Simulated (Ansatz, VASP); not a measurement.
**In: VASP beside Ansatz**

```xyz
1
Lattice="-1.6912 1.6912 2.6719 1.6912 -1.6912 2.6719 1.6912 1.6912 -2.6719" Properties=species:S:1:pos:R:3 pbc="T T T"
In    0.0000    0.0000    0.0000
```

Change from the starting cell: strain +0.040 along x and y, +0.080 along z, atoms carried along.

Alike in both runs: task single point; functional PBE; k mesh 20 × 20 × 20; occupations gaussian, width 0.15 eV; no spin polarisation.

|  | VASP | Ansatz |
| --- | --- | --- |
| version | VASP 6.6.1 | Ansatz 0.2.0 |
| potentials or method | VASP PAW PBE potentials, release 64 (In_d), cutoff 520 eV | scalar-relativistic, plane waves, PAW |
| valence electrons in the cell | 13 | 13 |

Ansatz gave:

| Item | Value |
| --- | --- |
| gap on the k mesh at the Fermi level (eV) | none |
| pressure (GPa) | -2.8 |
| traceless stress, the component that is largest in VASP (GPa) | -0.12 |

**Question.** What did VASP give for the same quantities?

**Answer.** gap on the k mesh at the Fermi level (eV): none; pressure (GPa): -2.9; traceless stress, the component that is largest in VASP (GPa): -0.12.

A gap of «none» marks a metal or a gap that the smearing closes.
